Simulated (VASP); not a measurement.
FeO, 2 atoms in the cell. The structure is cubic, space group Fm-3m (No. 225). The conventional cell has a = 4.311 Å, b = 4.311 Å, c = 4.311 Å, α = 90.00°, β = 90.00°, γ = 90.00°. Within 2.9 Å of Fe (site symmetry m-3m) lie 6 O at 2.16 Å. O (site symmetry m-3m) has 6 Fe at 2.16 Å within 2.9 Å. 

```yaml
Program: VASP 6.6.1
Task: elastic constants
Functional: PBEsol
Potentials_or_basis: VASP PAW PBE potentials, release 64 (Fe, O)
Cutoff: 600 eV
k_mesh: 8 × 8 × 8
Occupations: fermi-dirac, width 0.05 eV
Spin: collinear spin, ferromagnetic start
Starting_moments: "[3.0, 0.0] μB"
Dipole_correction: no
Ions_in_elastic_constants: relaxed
Further_INCAR_settings: ALGO = Normal; EDIFF = 1e-08; IBRION = 6; POTIM = 0.015; NSW = 1; ISIF = 3
```

Potentials or basis: VASP PAW PBE potentials, release 64 (Fe, O).

The run is started by

```sh
$ cat potpaw_PBE.64/Fe/POTCAR potpaw_PBE.64/O/POTCAR > POTCAR
$ mpirun -np 1 vasp_std > vasp.out
```

Hardware: 1 thread of Intel Xeon 8259CL (shared host).

**Question.** How long does it take, and how much memory?

**Answer.** Wall time 11 min on 1 thread of Intel Xeon 8259CL (shared host), peak memory 0.28 GiB. Counts: scf iterations 206, k points 29.
